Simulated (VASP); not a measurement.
Input of a VASP 6.6.1 run:

The input INCAR:

```
SYSTEM = Ga
  PREC = Accurate
  ENCUT = 520
  EDIFF = 1E-6
  ISMEAR = -1
  SIGMA = 0.05
  LREAL = .FALSE.
  LASPH = .TRUE.
  NELM = 100
  ALGO = Fast
  ISIF = 2
  LWAVE = .FALSE.
  LCHARG = .FALSE.
  GGA = PS
  NBANDS = 20
```

The input KPOINTS:

```
Automatic mesh
0
G
  10 10 8
  0 0 0
```

The input POSCAR:

```
Ga
1.0
    1.3547675884     -3.9443034667      0.0000000000
    1.3547675884      3.9443034667      0.0000000000
   -0.1150499344      0.0000000000      3.2619526240
Ga
2
Direct
    0.1310000000      0.8690000000      0.7500000000
    0.8690000000      0.1310000000      0.2500000000
```

Potentials or basis: VASP PAW PBE potentials, release 64 (Ga_d).

Run with:

```bash
$ cat potpaw_PBE.64/Ga_d/POTCAR > POTCAR
$ mpirun -np 1 vasp_std > vasp.out
```

Predict the pressure.

1.9 GPa.

Predict the band gap on the k mesh.

zero (band 13 reaches 10.24 eV, above the bottom of band 14 at 1.37 eV).

Predict the largest force.

0.221 eV/Å.

Stress tensor (GPa, compression positive):
```
2.70 0.00 0.57
0.00 2.11 0.00
0.57 0.00 0.83
```

Caveat: the PAW data sets were made with another functional, which shifts forces and pressure a little.
